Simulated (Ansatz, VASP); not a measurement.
SiC: VASP beside Ansatz

```
Si C
1.0
     0.00000    2.22258    2.09439
     2.22258    0.00000    2.09439
     2.22258    2.22258    0.00000
Si C
1 1
Direct
  0.00000 0.00000 0.00000
  0.25000 0.25000 0.25000
```

Alike in both runs: task single point; functional PBE; k mesh 8 × 8 × 8; occupations fermi-dirac, width 0.02 eV; no spin polarisation.

|  | VASP | Ansatz |
| --- | --- | --- |
| version | VASP 6.6.1 | Ansatz 0.2.0 |
| potentials or method | VASP PAW PBE potentials, release 64 (Si, C), cutoff 520 eV | plane waves, PAW |
| valence electrons in the cell | 8 | 8 |

Ansatz gave:

| Item | Value |
| --- | --- |
| pressure (GPa) | 3.0 |
| traceless stress, the component that is largest in VASP (GPa) | 8.93 |

Q: What did VASP give for the same quantities?

A: Pressure (GPa): 2.9; traceless stress, the component that is largest in VASP (GPa): 8.96.

With one functional, cell and mesh, what is left measures potentials, basis and numerics.
